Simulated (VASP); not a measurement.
# GaSb (F-43m) in VASP: notebook, part 2 of 2

VASP 6.6.1.

**4. Density of states, PBE**

This run uses another cell than the first one, of 28.62 Å³/atom, 0.980 times its volume.

The input, POSCAR:

```
GaSb
1.0
    0.0000000000      3.0590000000      3.0590000000
    3.0590000000      0.0000000000      3.0590000000
    3.0590000000      3.0590000000      0.0000000000
Ga Sb
1 1
Direct
    0.0000000000      0.0000000000      0.0000000000
    0.7500000000      0.7500000000      0.7500000000
```

The input, INCAR.step1:

```
SYSTEM = GaSb
PREC = Accurate
ENCUT = 520
EDIFF = 1E-6
ISMEAR = -1
SIGMA = 0.08
LREAL = .False.
LASPH = .True.
NELM = 80
ALGO = Normal
ISIF = 2
LWAVE = .False.
LCHARG = .True.
GGA = PE
NBANDS = 16
```

The input, KPOINTS.step1:

```
Automatic mesh
0
Gamma
  12 12 12
  0 0 0
```

The input, INCAR.step2:

```
SYSTEM = GaSb
PREC = Accurate
ENCUT = 520
EDIFF = 1E-6
ISMEAR = -5
SIGMA = 0.08
LREAL = .False.
LASPH = .True.
NELM = 80
ALGO = Normal
ISIF = 2
LWAVE = .False.
LCHARG = .False.
GGA = PE
LORBIT = 10
NBANDS = 16
NEDOS = 2001
ICHARG = 11
```

The input, KPOINTS.step2:

```
Automatic mesh
0
Gamma
  18 18 18
  0 0 0
```

Potentials or basis: VASP PAW PBE potentials, release 64 (Ga_d, Sb).

On the command line:

```console
> cat potpaw_PBE.64/Ga_d/POTCAR potpaw_PBE.64/Sb/POTCAR > POTCAR
> cp INCAR.step1 INCAR
> cp KPOINTS.step1 KPOINTS
> mpirun -np 1 vasp_std > vasp.out
> cp INCAR.step2 INCAR
> cp KPOINTS.step2 KPOINTS
> mpirun -np 1 vasp_std > vasp.out
```

OUTCAR:

```text
SYSTEM = GaSb
   PREC = Accurate
   ENCUT = 520
   EDIFF = 1E-6
   ISMEAR = -5
   LREAL = .False.
   LASPH = .True.
   NELM = 80
   ISIF = 2
   GGA = PE
   LORBIT = 10
   ICHARG = 11

 ion  position               nearest neighbor table
   1  0.000  0.000  0.000-   2 2.65   2 2.65   2 2.65   2 2.65
   2  0.750  0.750  0.750-   1 2.65   1 2.65   1 2.65   1 2.65

  LATTYP: Found a face centered cubic cell.
 ALAT       =     6.1180000000

  Lattice vectors:

 A1 = (   0.0000000000,   3.0590000000,   3.0590000000)
 A2 = (   3.0590000000,   0.0000000000,   3.0590000000)
 A3 = (   3.0590000000,   3.0590000000,   0.0000000000)

Analysis of symmetry for initial positions (statically):
=====================================================================
 Subroutine PRICEL returns:
 Original cell was already a primitive cell.

 Routine SETGRP: Setting up the symmetry group for a
 face centered cubic supercell.

 Subroutine GETGRP returns: Found 24 space group operations
 (whereof 24 operations were pure point group operations)
 out of a pool of 48 trial point group operations.

The static configuration has the point symmetry T_d .

Analysis of symmetry for dynamics (positions and initial velocities):
=====================================================================
 Subroutine PRICEL returns:
 Original cell was already a primitive cell.

 Routine SETGRP: Setting up the symmetry group for a
 face centered cubic supercell.

 Subroutine GETGRP returns: Found 24 space group operations
 (whereof 24 operations were pure point group operations)
 out of a pool of 48 trial point group operations.

The dynamic configuration has the point symmetry T_d .

 Subroutine INISYM returns: Found 24 space group operations
 (whereof 24 operations are pure point group operations),
 and found     1 'primitive' translations

----------------------------------------------------------------------------------------

[... 114 lines left out ...]
     AMIX_MAG =   1.60;   BMIX_MAG =  1.00
  volume/ion in A,a.u.               =      28.62       193.17
  Fermi-wavevector in a.u.,A,eV,Ry     =   1.113208  2.103657 16.860766  1.239231
  Thomas-Fermi vector in A             =   2.249790
   LORBIT       =     10    0 simple, 1 ext, 2 COOP (PROOUT), +10 PAW based schemes
   GGA     = PE    functional components
   LHFCALC =     F    Hartree Fock is set to
   AEXX    =    0.0000 exact exchange contribution
   IVDW    =     0    specifies the selected vdW correction
   LEPSILON=     F    determine dielectric tensor
   LRPA    =     F    only Hartree local field effects (RPA)
 non-spin polarized calculation
 Fermi weights with tetrahedron method with Bloechl corrections
  energy-cutoff  :      520.00
  volume of cell :       57.25
 maximum number of plane-waves:      1572

 number of electron      17.9999986 magnetization

 Free energy of the ion-electron system (eV)
  ---------------------------------------------------
  ext. energy  EPLUGINS =         0.00000000
  ---------------------------------------------------
  free energy    TOTEN  =        -7.35273038 eV

  energy without entropy =       -7.35273038  energy(sigma->0) =       -7.35273038

 E-fermi :   4.8753     XC(G=0):  -9.0898

 val. band max:        4.8691635813   @ k =   0.0000   0.0000   0.0000
 cond. band min:       4.9046181626   @ k =   0.0000   0.0000   0.0000
 fundamental gap:      0.0354545813
 Fermi energy:         4.8752931504

 k-point     1 :       0.0000    0.0000    0.0000
  band No.  band energies     occupation
      1     -10.1636      2.00000
      2     -10.1636      2.00000
      3     -10.1636      2.00000
      4     -10.1131      2.00000
      5     -10.1131      2.00000
      6      -6.6078      2.00000
[... 433 lines left out ...]
      3     -10.1570      2.00000
      4     -10.1141      2.00000
      5     -10.1130      2.00000
      6      -6.0076      2.00000
[... 8 lines left out ...]
     15      12.1765      0.00000
     16      12.9818      0.00000

 [... further k-points ...]
[... 5 lines left out ...]
  --------------------------------------------------------------------------------------
  -------------------------------------------------------------------------------------
  Total        0.8156547      0.8156547      0.8156547     -0.0000000      0.0000000      0.0000000
  in kB       22.8269832     22.8269832     22.8269832     -0.0000000      0.0000000      0.0000000
  external PRESSURE =      22.8269832 kB  Pullay stress =       0.0000000 kB

 VOLUME and BASIS-vectors are now :
 -----------------------------------------------------------------------------
  energy-cutoff  :      520.00
  volume of cell :       57.25
      direct lattice vectors                 reciprocal lattice vectors
     0.000000000  3.059000000  3.059000000    -0.163452109  0.163452109  0.163452109
     3.059000000  0.000000000  3.059000000     0.163452109 -0.163452109  0.163452109
     3.059000000  3.059000000  0.000000000     0.163452109  0.163452109 -0.163452109

 POSITION                                       TOTAL-FORCE (eV/Angst)
 -----------------------------------------------------------------------------------
      0.00000      0.00000      0.00000         0.000000      0.000000      0.000000
      4.58850      4.58850      4.58850        -0.000000     -0.000000     -0.000000
 -----------------------------------------------------------------------------------
    total drift:                               -0.000002     -0.000002     -0.000002

  FREE ENERGIE OF THE ION-ELECTRON SYSTEM (eV)
  ---------------------------------------------------
  free  energy   TOTEN  =        -7.3527303752 eV

  energy  without entropy=       -7.3527303752  energy(sigma->0) =       -7.35273038

 total charge

# of ion       s       p       d       tot
------------------------------------------
    1        0.909   0.766   9.962  11.637
    2        1.129   1.340   0.028   2.497
--------------------------------------------------
tot          2.038   2.106   9.990  14.135
```

OUTCAR.step1:

```text
SYSTEM = GaSb
   PREC = Accurate
   ENCUT = 520
   EDIFF = 1E-6
   ISMEAR = -1
   LREAL = .False.
[... 677 lines left out ...]
      0.00000      0.00000      0.00000         0.000000      0.000000     -0.000000
      4.58850      4.58850      4.58850        -0.000000     -0.000000      0.000000
 -----------------------------------------------------------------------------------
    total drift:                               -0.000002     -0.000002     -0.000002

  FREE ENERGIE OF THE ION-ELECTRON SYSTEM (eV)
  ---------------------------------------------------
  free  energy   TOTEN  =        -7.3530092226 eV

  energy  without entropy=       -7.3522910179  energy(sigma->0) =       -7.35265012
```

Run time: 54 s. Hardware: 1 thread of Intel Xeon 6975P-C (Granite Rapids), shared host; peak memory 0.31 GiB.

What came out:

```
Valence electrons inside the program's atomic spheres : Ga 11.64; Sb 2.50
```

Caveat: spin-orbit coupling is left out, which moves the levels of the heavy elements.

**5. Summary**

| task | cell | k mesh for the DOS | occupations for the DOS | gap on the mesh (eV) | pressure (GPa) |
| --- | --- | --- | --- | --- | --- |
| electric field gradients | a = 4.355 Å, angles 60.0°, 2 atoms | - | - | none | 1.4 |
| electric field gradients | a = 4.383 Å, angles 60.0°, 2 atoms | - | - | none | 0.4 |
| density of states | a = 4.326 Å, angles 60.0°, 2 atoms | 18 × 18 × 18 | tetrahedron | - | - |

Alike in all rows: level PBE; potentials or basis VASP PAW PBE potentials, release 64 (Ga_d, Sb); no spin polarisation; k mesh 12 × 12 × 12; cutoff (eV) 520; smearing fermi-dirac 0.08 eV.

Caveats: spin-orbit coupling is left out, which moves the levels of the heavy elements.

Absolute energies hang on the potentials; compare differences alone.
